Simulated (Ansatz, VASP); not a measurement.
W in VASP and in Ansatz

Contents of POSCAR:

```
W
1.0
   -1.5823450000      1.5823450000      1.5823450000
    1.5823450000     -1.5823450000      1.5823450000
    1.5823450000      1.5823450000     -1.5823450000
W
1
Direct
    0.0000000000      0.0000000000      0.0000000000
```

Contents of INCAR.step1:

```
ALGO = Normal
EDIFF = 1E-5
ENCUT = 400
GGA = PE
GGA_COMPAT = False
ISIF = 2
ISMEAR = -1
LASPH = True
LCHARG = False
LREAL = False
LWAVE = True
NBANDS = 13
NELM = 120
PREC = Accurate
SIGMA = 0.05
```

File INCAR.step2:

```
AEXX = 0.25
ALGO = Normal
EDIFF = 1E-6
ENCUT = 400
GGA = PS
GGA_COMPAT = False
HFSCREEN = 0.207
ISIF = 2
ISMEAR = -1
ISTART = 1
LASPH = True
LCHARG = False
LHFCALC = True
LREAL = False
LWAVE = False
NBANDS = 13
NELM = 120
PREC = Accurate
PRECFOCK = Normal
SIGMA = 0.05
```

KPOINTS

```
k-points
0
Gamma
  6 6 6
```

input.yaml

```yaml
crystal:
  lattice:
    - [-1.582345, 1.582345, 1.582345]
    - [1.582345, -1.582345, 1.582345]
    - [1.582345, 1.582345, -1.582345]
  atoms:
    - { symbol: W, position: [0.0, 0.0, 0.0] }
hamiltonian:
  xc:
    exchange: hjs_pbesol
    correlation: pbesol
    exx: { coeff: 0.25, omega: 0.207 }
  pseudopotentials: { kind: paw }
kpoints:
  mp_grid: { grid: [6, 6, 6] }
  band_path:
    path:
      - [[0.0, 0.0, 0.0], [0.5, -0.5, 0.5], [0.0, 0.0, 0.5], [0.0, 0.0, 0.0], [0.25, 0.25, 0.25], [0.5, -0.5, 0.5]]
      - [[0.25, 0.25, 0.25], [0.0, 0.0, 0.5]]
    npoints: 4
scf:
  occupations: { method: fermi_dirac, width: 0.05 }
  n_extra_bands: 6
output:
  forces: true
  stress: true
  eigenvalues: true
  fatbands: false
```

Alike in both runs: functional PBEsol-based screened hybrid; k mesh 6 × 6 × 6; occupations fermi-dirac, width 0.05 eV; no spin polarisation.

|  | VASP | Ansatz |
| --- | --- | --- |
| version | VASP 6.6.1 | Ansatz 0.2.0 |
| potentials or method | VASP PAW PBE potentials, release 64 (W_sv) | Ansatz PAW |
| plane-wave cutoff (eV) | 400 | 420 |
| valence electrons in the cell | 14 | 14 |
| task | single point | band structure |

|  | VASP | Ansatz | Ansatz less VASP |
| --- | --- | --- | --- |
| gap on the k mesh at the Fermi level (eV) | none | none | - |
| pressure (GPa) | -9.4 | -9.0 | +0.38 |

VASP's potentials were made for PBE, not for PBEsol-based screened hybrid. A gap of «none» marks a metal or a gap that the smearing closes. The functional is the same, so the differences come from potentials, cutoffs and numerics.

The k mesh is coarse, so the values compare programs but aren't converged. Neither program's run includes spin-orbit coupling.
